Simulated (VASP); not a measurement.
# BP (F-43m) in VASP: a series of runs, part 2 of 2

VASP 6.6.1. The steps go on from the part before.

**4. Single point, PBEsol**

The input, INCAR:

```
  ALGO = Normal
  EDIFF = 1E-6
  ENCUT = 500
  GGA = PS
  GGA_COMPAT = False
  ISIF = 2
  ISMEAR = 0
  LASPH = True
  LCHARG = False
  LREAL = False
  LWAVE = False
  NBANDS = 11
  NELM = 120
  PREC = Accurate
  SIGMA = 0.01
```

The input, KPOINTS:

```
k-points
0
Gamma
  6 6 6
```

The input, POSCAR:

```
BP
1.0
    0.0000000000      2.2683156724      2.2683156724
    2.2683156724      0.0000000000      2.2683156724
    2.2683156724      2.2683156724      0.0000000000
B P
1 1
Direct
    0.0000000000      0.0000000000      0.0000000000
    0.2500000000      0.2500000000      0.2500000000
```

Potentials or basis: VASP PAW PBE potentials, release 64 (B, P).

Launch:

```sh
> cat potpaw_PBE.64/B/POTCAR potpaw_PBE.64/P/POTCAR > POTCAR
> mpirun -np 1 vasp_std > vasp.out
```

OUTCAR:

```text
EDIFF = 1E-6
   ENCUT = 500
   GGA = PS
   ISIF = 2
   ISMEAR = 0
   LASPH = True
   LREAL = False
   NELM = 120
   PREC = Accurate

 ion  position               nearest neighbor table
   1  0.000  0.000  0.000-   2 1.96   2 1.96   2 1.96   2 1.96
   2  0.250  0.250  0.250-   1 1.96   1 1.96   1 1.96   1 1.96

  LATTYP: Found a face centered cubic cell.
 ALAT       =     4.5366313448

  Lattice vectors:

 A1 = (   0.0000000000,   2.2683156724,   2.2683156724)
 A2 = (   2.2683156724,   0.0000000000,   2.2683156724)
 A3 = (   2.2683156724,   2.2683156724,   0.0000000000)

Analysis of symmetry for initial positions (statically):
=====================================================================
 Subroutine PRICEL returns:
 Original cell was already a primitive cell.

 Routine SETGRP: Setting up the symmetry group for a
 face centered cubic supercell.

 Subroutine GETGRP returns: Found 24 space group operations
 (whereof 24 operations were pure point group operations)
 out of a pool of 48 trial point group operations.

The static configuration has the point symmetry T_d .

Analysis of symmetry for dynamics (positions and initial velocities):
=====================================================================
 Subroutine PRICEL returns:
 Original cell was already a primitive cell.

 Routine SETGRP: Setting up the symmetry group for a
 face centered cubic supercell.

 Subroutine GETGRP returns: Found 24 space group operations
 (whereof 24 operations were pure point group operations)
 out of a pool of 48 trial point group operations.

The dynamic configuration has the point symmetry T_d .

 Subroutine INISYM returns: Found 24 space group operations
 (whereof 24 operations are pure point group operations),
 and found     1 'primitive' translations

----------------------------------------------------------------------------------------

                                     Primitive cell

  volume of cell :      23.3421

  direct lattice vectors                    reciprocal lattice vectors
     0.000000000  2.268315672  2.268315672    -0.220427873  0.220427873  0.220427873
     2.268315672  0.000000000  2.268315672     0.220427873 -0.220427873  0.220427873
     2.268315672  2.268315672  0.000000000     0.220427873  0.220427873 -0.220427873

  length of vectors
     3.207882788  3.207882788  3.207882788     0.381792276  0.381792276  0.381792276

  position of ions in fractional coordinates (direct lattice)
     0.000000000  0.000000000  0.000000000
     0.250000000  0.250000000  0.250000000

  ion indices of the primitive-cell ions
   primitive index   ion index
                 1           1
                 2           2

----------------------------------------------------------------------------------------

 KPOINTS: k-points

Automatic generation of k-mesh.
 Grid dimensions read from file:
 generate k-points for:    6    6    6

 Generating k-lattice:

  Cartesian coordinates                     Fractional coordinates (reciprocal lattice)
    -0.036737979  0.036737979  0.036737979     0.166666667  0.000000000  0.000000000
     0.036737979 -0.036737979  0.036737979     0.000000000  0.166666667  0.000000000
     0.036737979  0.036737979 -0.036737979     0.000000000  0.000000000  0.166666667

  Length of vectors
     0.063632046  0.063632046  0.063632046

  Shift w.r.t. Gamma in fractional coordinates (k-lattice)
     0.000000000  0.000000000  0.000000000

 Subroutine IBZKPT returns following result:
 ===========================================

 Found     16 irreducible k-points:

 Following reciprocal coordinates:
            Coordinates               Weight
  0.000000  0.000000  0.000000      1.000000
  0.166667  0.000000  0.000000      8.000000
  0.333333  0.000000  0.000000      8.000000
  0.500000  0.000000  0.000000      4.000000
  0.166667  0.166667  0.000000      6.000000
  0.333333  0.166667  0.000000     24.000000
[... 8 lines left out ...]
 -0.333333  0.333333  0.166667     24.000000
 -0.333333  0.500000  0.166667     12.000000
   k-points           NKPTS =     16   k-points in BZ     NKDIM =     16   number of bands    NBANDS=     11
   number of dos      NEDOS =    301   number of ions     NIONS =      2
   total plane-waves  NPLWV =  13824
   dimension x,y,z NGX =    24 NGY =   24 NGZ =   24
   dimension x,y,z NGXF=    48 NGYF=   48 NGZF=   48
   ions per type =               1   1
   NGX,Y,Z   is equivalent  to a cutoff of  12.44, 12.44, 12.44 a.u.
   NGXF,Y,Z  is equivalent  to a cutoff of  24.88, 24.88, 24.88 a.u.
 SYSTEM =  unknown system
   PREC   = accura    normal or accurate (medium, high low for compatibility)
   ISTART =      0    job   : 0-new  1-cont  2-samecut
   ICHARG =      2    charge: 1-file 2-atom 10-const
   ISPIN  =      1    spin polarized calculation?
   LNONCOLLINEAR =      F non collinear calculations
   LSORBIT =      F    spin-orbit coupling
   LASPH  =      T    aspherical Exc in radial PAW
   ENCUT  =  500.0 eV  36.75 Ry    6.06 a.u.   5.85  5.85  5.85*2*pi/ulx,y,z
   NELM   =    120;   NELMIN=  2; NELMDL= -5     # of ELM steps
   EDIFF  = 0.1E-05   stopping-criterion for ELM
   LREAL  =      F    real-space projection
   EDIFFG = 0.1E-04   stopping-criterion for IOM
   NSW    =      0    number of steps for IOM
   IBRION =     -1    ionic relax: 0-MD 1-quasi-New 2-CG
   NFREE  =      0    steps in history (QN), initial steepest desc. (CG)
   ISIF   =      2    stress and relaxation
   ISYM   =      2    0-nonsym 1-usesym 2-fastsym
   POTIM  = 0.5000    time-step for ionic-motion
   TEBEG  =    0.0;   TEEND  =   0.0 temperature during run
   PSTRESS=    0.0 pullay stress
   NELECT =       8.0000    total number of electrons
   NUPDOWN=      -1.0000    fix difference up-down
   EMIN   =  10.00;   EMAX   =-10.00  energy-range for DOS
   EFERMI =   0.00;   METHOD = LEGACY
   ISMEAR =     0;   SIGMA  =   0.01  broadening in eV -4-tet -1-fermi 0-gaus
   EFERMI_NEDOS =   21; number of points for ismear=-14 and -15
   IALGO  =     38    algorithm
   IMIX   =      4    mixing-type and parameters
     AMIX     =   0.40;   BMIX     =  1.00
     AMIX_MAG =   1.60;   BMIX_MAG =  1.00
  volume/ion in A,a.u.               =      11.67        78.76
  Fermi-wavevector in a.u.,A,eV,Ry     =   1.145666  2.164995 17.858333  1.312550
  Thomas-Fermi vector in A             =   2.282353
   LORBIT       =      0    0 simple, 1 ext, 2 COOP (PROOUT), +10 PAW based schemes
   GGA     = PS    functional components
   LHFCALC =     F    Hartree Fock is set to
   AEXX    =    0.0000 exact exchange contribution
   IVDW    =     0    specifies the selected vdW correction
   LEPSILON=     F    determine dielectric tensor
   LRPA    =     F    only Hartree local field effects (RPA)
 non-spin polarized calculation
 Gauss-broadening in eV      SIGMA  =   0.01
  energy-cutoff  :      500.00
  volume of cell :       23.34
 maximum number of plane-waves:       609
   NGX = 11   NGY = 11   NGZ = 11

 number of electron       8.0000000 magnetization

 Free energy of the ion-electron system (eV)
  ---------------------------------------------------
  ext. energy  EPLUGINS =         0.00000000
  ---------------------------------------------------
  free energy    TOTEN  =       -13.65399390 eV

  energy without entropy =      -13.65399390  energy(sigma->0) =      -13.65399390

 E-fermi :   7.4683     XC(G=0): -11.0472

 val. band max:        7.4227057817   @ k =   0.0000   0.0000   0.0000
 cond. band min:       8.6427278369   @ k =   0.5000   0.5000   0.0000
 fundamental gap:      1.2200220551
 Fermi energy:         7.4682646348

 k-point     1 :       0.0000    0.0000    0.0000
  band No.  band energies     occupation
      1      -8.0860      2.00000
      2       7.4227      2.00000
      3       7.4227      2.00000
      4       7.4227      2.00000
      5      10.7778      0.00000
      6      10.7778      0.00000
      7      10.7778      0.00000
      8      14.7790      0.00000
      9      18.6678      0.00000
     10      19.5428      0.00000
     11      19.5428      0.00000
[... 197 lines left out ...]
 k-point    16 :      -0.3333    0.5000    0.1667
  band No.  band energies     occupation
      1      -2.9976      2.00000
      2      -0.8116      2.00000
      3       2.0544      2.00000
      4       2.1751      2.00000
      5      11.1653      0.00000
      6      11.7624      0.00000
      7      16.5143      0.00000
      8      17.1435      0.00000
      9      20.3289      0.00000
     10      23.5868      0.00000
     11      23.8422      0.00000

------------------------ aborting loop because EDIFF is reached ----------------------------------------

  FORCE on cell =-STRESS in cart. coord.  units (eV):
  Direction    XX          YY          ZZ          XY          YZ          ZX
  --------------------------------------------------------------------------------------
  -------------------------------------------------------------------------------------
  Total       -0.2287038     -0.2287038     -0.2287038      0.0000000     -0.0000000      0.0000000
  in kB      -15.6979694    -15.6979694    -15.6979694      0.0000000     -0.0000000      0.0000000
  external PRESSURE =     -15.6979694 kB  Pullay stress =       0.0000000 kB

 VOLUME and BASIS-vectors are now :
 -----------------------------------------------------------------------------
  energy-cutoff  :      500.00
  volume of cell :       23.34
      direct lattice vectors                 reciprocal lattice vectors
     0.000000000  2.268315672  2.268315672    -0.220427873  0.220427873  0.220427873
     2.268315672  0.000000000  2.268315672     0.220427873 -0.220427873  0.220427873
     2.268315672  2.268315672  0.000000000     0.220427873  0.220427873 -0.220427873

 POSITION                                       TOTAL-FORCE (eV/Angst)
 -----------------------------------------------------------------------------------
      0.00000      0.00000      0.00000        -0.000000     -0.000000     -0.000000
      1.13416      1.13416      1.13416         0.000000      0.000000      0.000000
 -----------------------------------------------------------------------------------
    total drift:                                0.000000      0.000000      0.000000

  FREE ENERGIE OF THE ION-ELECTRON SYSTEM (eV)
  ---------------------------------------------------
  free  energy   TOTEN  =       -13.6539939008 eV

  energy  without entropy=      -13.6539939008  energy(sigma->0) =      -13.65399390
```

OSZICAR:

```text
N       E                     dE             d eps       ncg     rms          rms(c)
DAV:   1     0.765991672715E+01    0.76599E+01   -0.38390E+03   352   0.634E+02
DAV:   2    -0.137586782413E+02   -0.21419E+02   -0.19953E+02   465   0.106E+02
DAV:   3    -0.143684417782E+02   -0.60976E+00   -0.60799E+00   463   0.152E+01
DAV:   4    -0.143702739097E+02   -0.18321E-02   -0.18321E-02   385   0.965E-01
DAV:   5    -0.143702827663E+02   -0.88566E-05   -0.88566E-05   433   0.673E-02    0.703E+00
DAV:   6    -0.137639050418E+02    0.60638E+00   -0.13002E+00   400   0.485E+00    0.376E+00
DAV:   7    -0.136633195174E+02    0.10059E+00   -0.23754E-01   436   0.240E+00    0.123E+00
DAV:   8    -0.136537829905E+02    0.95365E-02   -0.25642E-02   405   0.897E-01    0.167E-01
DAV:   9    -0.136539267795E+02   -0.14379E-03   -0.69624E-04   400   0.180E-01    0.102E-01
DAV:  10    -0.136539894326E+02   -0.62653E-04   -0.10496E-04   394   0.634E-02    0.203E-02
DAV:  11    -0.136539935419E+02   -0.41093E-05   -0.71637E-06   434   0.152E-02    0.258E-02
DAV:  12    -0.136539939008E+02   -0.35897E-06   -0.20376E-06   305   0.660E-03
   1 F= -.13653994E+02 E0= -.13653994E+02  d E =-.758183E-13
```

Wall time 6.8 s (1 thread of AMD EPYC 7R13, shared host); peak memory 0.1 GiB.

Results:

| Item | Value |
| --- | --- |
| Free energy | -13.6540 eV |
| Pressure | -1.6 GPa |
| Band gap on the k mesh | 1.22 eV, indirect (least direct gap 3.36 eV) |

Caveat: the PAW data sets were made with another functional, which shifts forces and pressure a little. A k mesh can miss the band edges.

**5. Single point, PBEsol**

The input, INCAR:

```
ALGO     = Normal         # electronic algorithm
EDIFF    = 1E-6           # SCF threshold, eV
ENCUT    = 500            # plane-wave cutoff, eV
GGA      = PS             # functional
GGA_COMPAT= F            
ISIF     = 2              # what is computed and relaxed
ISMEAR   = 1              # smearing method
LASPH    = T              # aspherical terms in the spheres
LCHARG   = T              # write CHGCAR
LELF     = T              # ELF
LREAL    = F              # projectors in reciprocal space
LVHAR    = T            
LWAVE    = F              # write WAVECAR
NBANDS   = 11             # bands
NELM     = 120            # most SCF steps
PREC     = Accurate       # precision mode
SIGMA    = 0.001          # smearing width, eV
```

KPOINTS is that of step 4.

POSCAR is that of step 4.

Potentials or basis: VASP PAW PBE potentials, release 64 (B, P).

Launch:

```sh
> cat potpaw_PBE.64/B/POTCAR potpaw_PBE.64/P/POTCAR > POTCAR
> mpirun -np 1 vasp_std > vasp.out
```

OUTCAR:

```text
EDIFF = 1E-6
   ENCUT = 500
   GGA = PS
   ISIF = 2
   ISMEAR = 1
   LASPH = T
   LREAL = F
   NELM = 120
   PREC = Accurate

 ion  position               nearest neighbor table
   1  0.000  0.000  0.000-   2 1.96   2 1.96   2 1.96   2 1.96
   2  0.250  0.250  0.250-   1 1.96   1 1.96   1 1.96   1 1.96

  LATTYP: Found a face centered cubic cell.
 ALAT       =     4.5366313448

  Lattice vectors:

 A1 = (   0.0000000000,   2.2683156724,   2.2683156724)
[... 399 lines left out ...]
------------------------ aborting loop because EDIFF is reached ----------------------------------------

  FORCE on cell =-STRESS in cart. coord.  units (eV):
  Direction    XX          YY          ZZ          XY          YZ          ZX
  --------------------------------------------------------------------------------------
  -------------------------------------------------------------------------------------
  Total       -0.2287038     -0.2287038     -0.2287038      0.0000000      0.0000000      0.0000000
  in kB      -15.6979695    -15.6979695    -15.6979695      0.0000000      0.0000000      0.0000000
  external PRESSURE =     -15.6979695 kB  Pullay stress =       0.0000000 kB

 VOLUME and BASIS-vectors are now :
 -----------------------------------------------------------------------------
  energy-cutoff  :      500.00
  volume of cell :       23.34
      direct lattice vectors                 reciprocal lattice vectors
     0.000000000  2.268315672  2.268315672    -0.220427873  0.220427873  0.220427873
     2.268315672  0.000000000  2.268315672     0.220427873 -0.220427873  0.220427873
     2.268315672  2.268315672  0.000000000     0.220427873  0.220427873 -0.220427873

 POSITION                                       TOTAL-FORCE (eV/Angst)
 -----------------------------------------------------------------------------------
      0.00000      0.00000      0.00000        -0.000000     -0.000000     -0.000000
      1.13416      1.13416      1.13416         0.000000      0.000000      0.000000
 -----------------------------------------------------------------------------------
    total drift:                                0.000000      0.000000      0.000000

  FREE ENERGIE OF THE ION-ELECTRON SYSTEM (eV)
  ---------------------------------------------------
  free  energy   TOTEN  =       -13.6539939008 eV

  energy  without entropy=      -13.6539939008  energy(sigma->0) =      -13.65399390
```

OSZICAR:

```text
N       E                     dE             d eps       ncg     rms          rms(c)
DAV:   1     0.766049944856E+01    0.76605E+01   -0.38390E+03   352   0.634E+02
DAV:   2    -0.137586782413E+02   -0.21419E+02   -0.19953E+02   465   0.106E+02
DAV:   3    -0.143684417782E+02   -0.60976E+00   -0.60799E+00   463   0.152E+01
DAV:   4    -0.143702739097E+02   -0.18321E-02   -0.18321E-02   385   0.965E-01
DAV:   5    -0.143702827663E+02   -0.88566E-05   -0.88566E-05   433   0.673E-02    0.703E+00
DAV:   6    -0.137639050418E+02    0.60638E+00   -0.13002E+00   400   0.485E+00    0.376E+00
DAV:   7    -0.136633195174E+02    0.10059E+00   -0.23754E-01   436   0.240E+00    0.123E+00
DAV:   8    -0.136537829905E+02    0.95365E-02   -0.25642E-02   405   0.897E-01    0.167E-01
DAV:   9    -0.136539267793E+02   -0.14379E-03   -0.69624E-04   400   0.180E-01    0.102E-01
DAV:  10    -0.136539894326E+02   -0.62653E-04   -0.10496E-04   394   0.634E-02    0.203E-02
DAV:  11    -0.136539935419E+02   -0.41093E-05   -0.71637E-06   434   0.152E-02    0.258E-02
DAV:  12    -0.136539939008E+02   -0.35897E-06   -0.20376E-06   305   0.660E-03
   1 F= -.13653994E+02 E0= -.13653994E+02  d E =0.000000E+00
```

Run time: 7.6 s. Hardware: 1 thread of AMD EPYC 7R13, shared host; peak memory 0.1 GiB.

Results:

```
Free energy            : -13.6540 eV
Pressure               : -1.6 GPa
Band gap on the k mesh : 1.22 eV, indirect (least direct gap 3.36 eV)
```

Caveat: the PAW data sets were made with another functional, which shifts forces and pressure a little.

**6. Overview**

| smearing | gap on the mesh (eV) | pressure (GPa) |
| --- | --- | --- |
| methfessel-paxton 0.05 eV | 1.22 | -1.6 |
| gaussian 0.05 eV | 1.22 | -1.6 |
| gaussian 0.01 eV | 1.22 | -1.6 |
| methfessel-paxton 0.001 eV | 1.22 | -1.6 |

Alike in all rows: task single point; level PBEsol; potentials or basis VASP PAW PBE potentials, release 64 (B, P); no spin polarisation; cell as given; k mesh 6 × 6 × 6; cutoff (eV) 500.

On the cell as given the gap runs from 1.22 eV (PBEsol) to 1.22 eV (PBEsol).

Caveats: the PAW data sets were made with another functional, which shifts forces and pressure a little.

Total energies depend on the potentials used, so only differences within one code and one set of settings carry meaning.
